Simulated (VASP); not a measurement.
# C in VASP: single point with PBE

Aim: the single point of C with PBE.

All numbers are computed with VASP 6.6.1; they aren't measurements. Logs are shortened: lines on timing, memory, paths and dates and some standing lists are left out, and cuts for length are marked.

**1. The cell of the first run**

The cell holds a sheet with vacuum, 2 atoms: a = 2.460 Å, b = 2.460 Å, c = 20.000 Å, α = 90.00°, β = 90.00°, γ = 120.00°.

**2. Single point, PBE**

The input, INCAR:

```
SYSTEM = C
  PREC = Accurate
  ENCUT = 520
  EDIFF = 1E-7
  ISMEAR = -1
  SIGMA = 0.01
  LREAL = .False.
  LASPH = .True.
  NELM = 100
  ALGO = Normal
  ISIF = 2
  LWAVE = .False.
  LCHARG = .False.
  LDIPOL = .True.
  IDIPOL = 3
  DIPOL = 0.5 0.5 0.500
  GGA = PE
  NBANDS = 11
```

The input, KPOINTS:

```
regular mesh
0
Gamma
  24 24 1
  0 0 0
```

The input, POSCAR:

```
C
1.0
    2.4600000000      0.0000000000      0.0000000000
   -1.2300000000      2.1304224933      0.0000000000
    0.0000000000      0.0000000000     20.0000000000
C
2
Direct
    0.3333333333      0.6666666667      0.5000000000
    0.6666666667      0.3333333333      0.5000000000
```

Potentials or basis: VASP PAW PBE potentials, release 64 (C).

Started as:

```
$ cat potpaw_PBE.64/C/POTCAR > POTCAR
$ mpirun -np 1 vasp_std > vasp.out
```

OUTCAR:

```text
SYSTEM = C
   PREC = Accurate
   ENCUT = 520
   EDIFF = 1E-7
   ISMEAR = -1
   LREAL = .False.
   LASPH = .True.
   NELM = 100
   ISIF = 2
   GGA = PE

 ion  position               nearest neighbor table
   1  0.333  0.667  0.500-   2 1.42   2 1.42   2 1.42
   2  0.667  0.333  0.500-   1 1.42   1 1.42   1 1.42

  LATTYP: Found a hexagonal cell.
 ALAT       =     2.4600000000
 C/A-ratio  =     8.1300813008

  Lattice vectors:

 A1 = (   2.4600000000,   0.0000000000,   0.0000000000)
 A2 = (  -1.2300000000,   2.1304224933,   0.0000000000)
 A3 = (   0.0000000000,   0.0000000000,  20.0000000000)

Analysis of symmetry for initial positions (statically):
=====================================================================
 Subroutine PRICEL returns:
 Original cell was already a primitive cell.

 Routine SETGRP: Setting up the symmetry group for a
 hexagonal supercell.

 Subroutine GETGRP returns: Found 24 space group operations
 (whereof 24 operations were pure point group operations)
 out of a pool of 24 trial point group operations.

The static configuration has the point symmetry D_6h.

Analysis of symmetry for dynamics (positions and initial velocities):
=====================================================================
 Subroutine PRICEL returns:
 Original cell was already a primitive cell.

 Routine SETGRP: Setting up the symmetry group for a
 hexagonal supercell.

 Subroutine GETGRP returns: Found 24 space group operations
 (whereof 24 operations were pure point group operations)
 out of a pool of 24 trial point group operations.

The dynamic configuration has the point symmetry D_6h.

 Subroutine INISYM returns: Found 24 space group operations
 (whereof 24 operations are pure point group operations),
 and found     1 'primitive' translations

----------------------------------------------------------------------------------------

                                     Primitive cell

  volume of cell :     104.8168

  direct lattice vectors                    reciprocal lattice vectors
     2.460000000  0.000000000  0.000000000     0.406504065  0.234695231  0.000000000
    -1.230000000  2.130422493  0.000000000     0.000000000  0.469390463  0.000000000
     0.000000000  0.000000000 20.000000000     0.000000000  0.000000000  0.050000000

  length of vectors
     2.460000000  2.460000000 20.000000000     0.469390463  0.469390463  0.050000000

  position of ions in fractional coordinates (direct lattice)
     0.333333333  0.666666667  0.500000000
     0.666666667  0.333333333  0.500000000

[... 92 lines left out ...]
   EFERMI_NEDOS =   21; number of points for ismear=-14 and -15
   IALGO  =     38    algorithm
   IMIX   =      4    mixing-type and parameters
     AMIX     =   0.40;   BMIX     =  1.00
     AMIX_MAG =   1.60;   BMIX_MAG =  1.00
  volume/ion in A,a.u.               =      52.41       353.67
  Fermi-wavevector in a.u.,A,eV,Ry     =   0.694429  1.312281  6.561161  0.482232
  Thomas-Fermi vector in A             =   1.776920
   LORBIT       =      0    0 simple, 1 ext, 2 COOP (PROOUT), +10 PAW based schemes
   GGA     = PE    functional components
   LHFCALC =     F    Hartree Fock is set to
   AEXX    =    0.0000 exact exchange contribution
   IVDW    =     0    specifies the selected vdW correction
   LEPSILON=     F    determine dielectric tensor
   LRPA    =     F    only Hartree local field effects (RPA)
 non-spin polarized calculation
  energy-cutoff  :      520.00
  volume of cell :      104.82
 maximum number of plane-waves:      2866
   NGX =  9   NGY =  9   NGZ = 75

 dipolmoment           0.000000      0.000000     -0.000000 electrons x Angstroem

 number of electron       7.9999997 magnetization

 dipolmoment           0.000000      0.000000      0.000000 electrons x Angstroem

 Free energy of the ion-electron system (eV)
  ---------------------------------------------------
  ext. energy  EPLUGINS =         0.00000000
  ---------------------------------------------------
  free energy    TOTEN  =       -18.44963351 eV

  energy without entropy =      -18.44953724  energy(sigma->0) =      -18.44958537

 E-fermi :  -2.7180     XC(G=0):  -2.1618

 val. band max:       -2.7179526455   @ k =   0.3333   0.3333   0.0000
 cond. band min:      -2.7179526409   @ k =   0.3333   0.3333   0.0000
 fundamental gap:      0.0000000046
 Fermi energy:        -2.7179526432

 k-point     1 :       0.0000    0.0000    0.0000
  band No.  band energies     occupation
      1     -22.2992      2.00000
      2     -10.3844      2.00000
      3      -5.7613      2.00000
      4      -5.7612      2.00000
      5       0.5218      0.00000
      6       1.3221      0.00000
      7       1.6817      0.00000
      8       2.5962      0.00000
      9       3.0478      0.00000
     10       4.7240      0.00000
     11       5.3356      0.00000
[... 309 lines left out ...]
 k-point    24 :       0.4583    0.0417    0.0000
  band No.  band energies     occupation
      1     -17.1678      2.00000
      2     -15.7930      2.00000
      3      -9.2883      2.00000
      4      -5.1222      2.00000
      5      -0.9624      0.00000
      6       4.9111      0.00000
      7       7.8909      0.00000
      8       8.7515      0.00000
      9       9.1767      0.00000
     10       9.3104      0.00000
     11       9.9461      0.00000

 [... further k-points ...]

------------------------ aborting loop because EDIFF is reached ----------------------------------------

 vacuum level on the upper side and lower side of the slab       (xc-potential included)        -0.079        -0.079

  FORCE on cell =-STRESS in cart. coord.  units (eV):
  Direction    XX          YY          ZZ          XY          YZ          ZX
  --------------------------------------------------------------------------------------
  -------------------------------------------------------------------------------------
  Total        0.4387874      0.4387874     -0.0109500      0.0000000      0.0000000      0.0000000
  in kB        6.7070867      6.7070867     -0.1673764      0.0000000      0.0000000      0.0000000
  external PRESSURE =       4.4155990 kB  Pullay stress =       0.0000000 kB

 VOLUME and BASIS-vectors are now :
 -----------------------------------------------------------------------------
  energy-cutoff  :      520.00
  volume of cell :      104.82
      direct lattice vectors                 reciprocal lattice vectors
     2.460000000  0.000000000  0.000000000     0.406504065  0.234695231  0.000000000
    -1.230000000  2.130422493  0.000000000     0.000000000  0.469390463  0.000000000
     0.000000000  0.000000000 20.000000000     0.000000000  0.000000000  0.050000000

 POSITION                                       TOTAL-FORCE (eV/Angst)
 -----------------------------------------------------------------------------------
     -0.00000      1.42028     10.00000         0.000000      0.000000      0.000000
      1.23000      0.71014     10.00000        -0.000000      0.000000      0.000000
 -----------------------------------------------------------------------------------
    total drift:                                0.000000     -0.000000      0.000000

  FREE ENERGIE OF THE ION-ELECTRON SYSTEM (eV)
  ---------------------------------------------------
  free  energy   TOTEN  =       -18.4496335066 eV

  energy  without entropy=      -18.4495372362  energy(sigma->0) =      -18.44958537

 vacuum level on the upper side and lower side of the slab         1.466         1.466
```

OSZICAR:

```text
N       E                     dE             d eps       ncg     rms          rms(c)
DAV:   1     0.511067282209E+02    0.51107E+02   -0.32358E+03  1366   0.521E+02
DAV:   2    -0.147746965071E+02   -0.65881E+02   -0.56721E+02  1941   0.116E+02
DAV:   3    -0.196922517176E+02   -0.49176E+01   -0.49095E+01  1850   0.392E+01
[... 13 lines left out ...]
DAV:  17    -0.184496288886E+02   -0.69568E-05   -0.29991E-07  1538   0.231E-03    0.662E-04
DAV:  18    -0.184496310168E+02   -0.21282E-05   -0.11573E-08  1631   0.631E-04    0.489E-04
DAV:  19    -0.184496330694E+02   -0.20526E-05   -0.17469E-08  1392   0.546E-04    0.609E-05
DAV:  20    -0.184496334636E+02   -0.39413E-06   -0.25642E-09  1581   0.167E-04    0.518E-05
DAV:  21    -0.184496335066E+02   -0.43023E-07   -0.28643E-10  1639   0.567E-05
   1 F= -.18449634E+02 E0= -.18449585E+02  d E =-.962704E-04
```

stdout:

```text
POSCAR found type information on POSCAR C
 POSCAR found :  1 types and       2 ions
 scaLAPACK will be used
 LDA part: xc-table for (Slater+PW92), standard interpolation
 POSCAR, INCAR and KPOINTS ok, starting setup
 FFT: planning ... GRIDC
 FFT: planning ... GRID_SOFT
 FFT: planning ... GRID
 WAVECAR not read
 entering main loop
```

It took 1.9 min on 1 thread of AMD EPYC 7R13, shared host; peak memory 0.19 GiB.

Results:

* Free energy: -18.4496 eV
* Band gap on the k mesh: zero (filled and empty bands touch)
